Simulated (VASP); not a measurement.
Write the native input for VASP 6.6.1 that does the following.

* Task: density of states
* Functional: LDA
* Potentials or basis: VASP PAW LDA potentials, release 64 (Hg)
* Cutoff: 520 eV
* k mesh: 12 × 12 × 12
* Occupations: fermi-dirac, width 0.03 eV
* Spin: no spin polarisation
* Dipole correction: no
* k mesh for the DOS: 18 × 18 × 18
* Occupations for the DOS: tetrahedron
* Further INCAR settings: ALGO = Normal; EDIFF = 1e-06

The system is Hg.

```
Hg
1.0
     1.73000    0.99882    2.23400
    -1.73000    0.99882    2.23400
     0.00000   -1.99763    2.23400
Hg
1
Cartesian
  0.0000 0.0000 0.0000
```

These files were run (other wordings do the same):

POSCAR

```
Hg
1.0
    1.7300004553      0.9988162286      2.2340000000
   -1.7300004553      0.9988162286      2.2340000000
    0.0000000000     -1.9976324571      2.2340000000
Hg
1
Direct
    0.0000000000      0.0000000000      0.0000000000
```

INCAR.step1

```
ALGO = Normal ; EDIFF = 1E-6
ENCUT = 520 ; GGA = CA
ISIF = 2 ; ISMEAR = -1
LASPH = True ; LCHARG = True
LREAL = False ; LWAVE = False
NBANDS = 12 ; NELM = 60
PREC = Accurate ; SIGMA = 0.03
```

KPOINTS.step1

```
k-points
0
Gamma
  12 12 12
```

INCAR.step2

```
ALGO = Normal ; EDIFF = 1E-6
ENCUT = 520 ; GGA = CA
ICHARG = 11 ; ISIF = 2
ISMEAR = -5 ; LASPH = True
LCHARG = False ; LORBIT = 11
LREAL = False ; LWAVE = False
NEDOS = 1001 ; NELM = 60
PREC = Accurate ; SIGMA = 0.03
```

KPOINTS.step2

```
k-points
0
Gamma
  18 18 18
```

Potentials or basis: VASP PAW LDA potentials, release 64 (Hg).

The run is started by

```sh
$ cat potpaw_LDA.64/Hg/POTCAR > POTCAR
$ cp INCAR.step1 INCAR
$ cp KPOINTS.step1 KPOINTS
$ mpirun -np 1 vasp_std > vasp.out
$ cp INCAR.step2 INCAR
$ cp KPOINTS.step2 KPOINTS
$ mpirun -np 1 vasp_std > vasp.out
```

It gave:

| Quantity | Value |
| --- | --- |
| Valence electrons inside the program's atomic spheres | Hg 10.48 |

Caveat: spin-orbit coupling is left out, which moves the levels of the heavy elements.

Run time: 47 s on 1 thread of Intel(R) Xeon(R) Platinum 8375C CPU @ 2.90GHz (Ice Lake) (shared host), peak memory 0.24 GiB.
